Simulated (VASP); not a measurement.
Set up this calculation in VASP 6.6.1, as the native input.

```
Task                   : single point
Functional             : PBE
Potentials or basis    : VASP PAW PBE potentials, release 64 (Rb_sv, Ru_pv)
Cutoff                 : 520 eV
k mesh                 : 6 × 6 × 4
Occupations            : gaussian, width 0.1 eV
Spin                   : no spin polarisation
Dipole correction      : no
Further INCAR settings : ALGO = Fast; EDIFF = 1e-06; NBANDS = 26
```

The structure of RbRu2 lies in POSCAR:

```
RbRu2
1.0
    4.0647994669      0.0000000000      0.0000000000
   -2.0323997334      3.5202195996      0.0000000000
    0.0000000000      0.0000000000      4.3889030789
Rb Ru
1 2
Direct
    0.0000000000      0.0000000000      0.0000000000
    0.3333333333      0.6666666667      0.5000000000
    0.6666666667      0.3333333333      0.5000000000
```

One way to write it, as run:

INCAR

```
ALGO     = Fast           # electronic algorithm
EDIFF    = 1E-6           # SCF threshold, eV
ENCUT    = 520            # plane-wave cutoff, eV
GGA      = PE             # functional
ISIF     = 2              # what is computed and relaxed
ISMEAR   = 0              # smearing method
LASPH    = True           # aspherical terms in the spheres
LCHARG   = False          # write CHGCAR
LREAL    = False          # projectors in reciprocal space
LWAVE    = False          # write WAVECAR
NBANDS   = 26             # bands
NELM     = 100            # most SCF steps
PREC     = Accurate       # precision mode
SIGMA    = 0.1            # smearing width, eV
```

KPOINTS

```
k-points
0
Gamma
  6 6 4
```

Potentials or basis: VASP PAW PBE potentials, release 64 (Rb_sv, Ru_pv).

Run with:

```bash
$ cat potpaw_PBE.64/Rb_sv/POTCAR potpaw_PBE.64/Ru_pv/POTCAR > POTCAR
$ mpirun -np 1 vasp_std > vasp.out
```

Results of the run:

```json
{
 "Pressure": "14.9 GPa"
}
```

It took 18 s on 1 thread of Intel(R) Xeon(R) 6975P-C (Granite Rapids), with other jobs on the host, peak memory 0.19 GiB.
